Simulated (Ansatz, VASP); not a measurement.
## One calculation of Au, two programs

Contents of INCAR:

```
ALGO     = Normal         # electronic algorithm
EDIFF    = 1E-6           # SCF threshold, eV
ENCUT    = 500            # plane-wave cutoff, eV
GGA      = PE             # functional
GGA_COMPAT= False        
ISIF     = 2              # what is computed and relaxed
ISMEAR   = -1             # smearing method
LASPH    = True           # aspherical terms in the spheres
LCHARG   = False          # write CHGCAR
LMAXMIX  = 4              # l up to which the mixer works
LNONCOLLINEAR= True           # non-collinear magnetism
LORBIT   = 11             # projections on sites
LORBMOM  = True         
LREAL    = False          # projectors in reciprocal space
LSORBIT  = True           # spin-orbit coupling
LWAVE    = False          # write WAVECAR
MAGMOM   = 0 0 0 0 0 0    # initial moments
NBANDS   = 34             # bands
NELM     = 200            # most SCF steps
PREC     = Accurate       # precision mode
SIGMA    = 0.03           # smearing width, eV
```

The input KPOINTS:

```
k-points
0
Gamma
  14 14 8
```

File POSCAR:

```
Au
1.0
    2.8999984104      0.0000000000      0.0000000000
   -1.4499992052      2.5114722944      0.0000000000
    0.0000000000      0.0000000000      4.8800000000
Au
2
Direct
    0.3333333333      0.6666666667      0.7500000000
    0.6666666667      0.3333333333      0.2500000000
```

Input for Ansatz:

```yaml
crystal:
  lattice:
    - [2.8999984104, 0.0, 0.0]
    - [-1.4499992052, 2.5114722944, 0.0]
    - [0.0, 0.0, 4.88]
  atoms:
    - { symbol: Au, position: [0.3333333333, 0.6666666667, 0.75] }
    - { symbol: Au, position: [0.6666666667, 0.3333333333, 0.25] }
kpoints:
  mp_grid: { grid: [14, 14, 8] }
  band_path:
    path:
      - [0.0, 0.0, 0.0]
      - [0.5, 0.0, 0.0]
      - [0.3333333333, 0.3333333333, 0.0]
      - [0.0, 0.0, 0.0]
      - [0.0, 0.0, 0.5]
      - [0.5, 0.0, 0.5]
      - [0.3333333333, 0.3333333333, 0.5]
      - [0.0, 0.0, 0.5]
      - [0.5, 0.0, 0.5]
    npoints: 5
scf:
  occupations: { method: fermi_dirac, width: 0.03 }
hamiltonian:
  xc: pbe
  pseudopotentials: { kind: all_electron, lapw: { basis_error: 0.0005 } }
output:
  forces: true
  stress: true
  eigenvalues: true
magnetization:
  noncollinear: true
  spin_orbit: true
```

Alike in both runs: task single point; functional PBE; k mesh 14 × 14 × 8; occupations fermi-dirac, width 0.03 eV; non-collinear spin, spin-orbit coupling.

|  | VASP | Ansatz |
| --- | --- | --- |
| version | VASP 6.6.1 | Ansatz 0.2.0 |
| potentials or method | VASP PAW PBE potentials, release 64 (Au), cutoff 500 eV | all-electron LAPW |

Ansatz gave:

| Property | Result |
| --- | --- |
| pressure (GPa) | 0.4 |
| traceless stress, the component that is largest in VASP (GPa) | -0.47 |
| net moment per atom (μB) | 0.00 |

Task: Estimate VASP's values.

Result: Pressure (GPa): 0.5; traceless stress, the component that is largest in VASP (GPa): -0.50; net moment per atom (μB): 0.00.

Ansatz ran all-electron here, and VASP with PAW potentials.
